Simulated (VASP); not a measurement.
# Tl3ICl2: single point with PBE

The system is Tl3ICl2.

```
Tl I Cl
1.0
     2.37580   -4.11500    0.00000
    -7.12739   -4.11500    0.00000
     0.00000    0.00000  -11.66279
Tl I Cl
6 2 4
Direct
  0.50000 0.83333 0.69030
  0.00000 0.33333 0.69030
  0.00000 0.66667 0.30970
  0.50000 0.16667 0.30970
  0.00000 0.00000 0.00000
  0.50000 0.50000 0.00000
  0.00000 0.00000 0.50000
  0.50000 0.50000 0.50000
  0.50000 0.83333 0.15555
  0.00000 0.33333 0.15555
  0.00000 0.66667 0.84445
  0.50000 0.16667 0.84445
```

```
Program             : VASP 6.6.1
Task                : single point
Functional          : PBE
Potentials or basis : VASP PAW PBE potentials, release 64 (Tl_d, I, Cl)
Cutoff              : 520 eV
k mesh              : 4 × 2 × 1
Occupations         : gaussian, width 0.1 eV
Spin                : no spin polarisation
```

* Pressure: -0.1 GPa
* Band gap on the k mesh: 3.20 eV

Stress tensor (GPa, compression positive):
```
-0.13 -0.05 -0.07
-0.05 -0.07 -0.04
-0.07 -0.04 -0.09
```

Levels at points of the mesh, in eV from the valence-band top:
| k point | band 58 | band 59 | band 60 | band 61 | band 62 | band 63 |
| --- | --- | --- | --- | --- | --- | --- |
| (0.00, 0.00, 0.00) | -0.45 | -0.27 | 0.00 | 3.20 | 3.25 | 3.29 |
| (0.50, 0.00, 0.00) | -0.56 | -0.26 | -0.26 | 3.21 | 3.21 | 4.02 |
| (0.00, 0.50, 0.00) | -0.58 | -0.13 | -0.13 | 3.20 | 3.20 | 4.05 |
| (0.50, 0.50, 0.00) | -0.55 | -0.27 | -0.27 | 3.20 | 3.20 | 3.29 |

Wall time 2.4 min on 1 thread of Intel(R) Xeon(R) 6975P-C (Granite Rapids) (shared host), peak memory 0.56 GiB.

Caveat: the k points lie up to 0.54 Å⁻¹ apart; spin-orbit coupling is left out, which moves the levels of the heavy elements; an odd mesh through Γ misses points on the zone boundary, where band edges can lie.
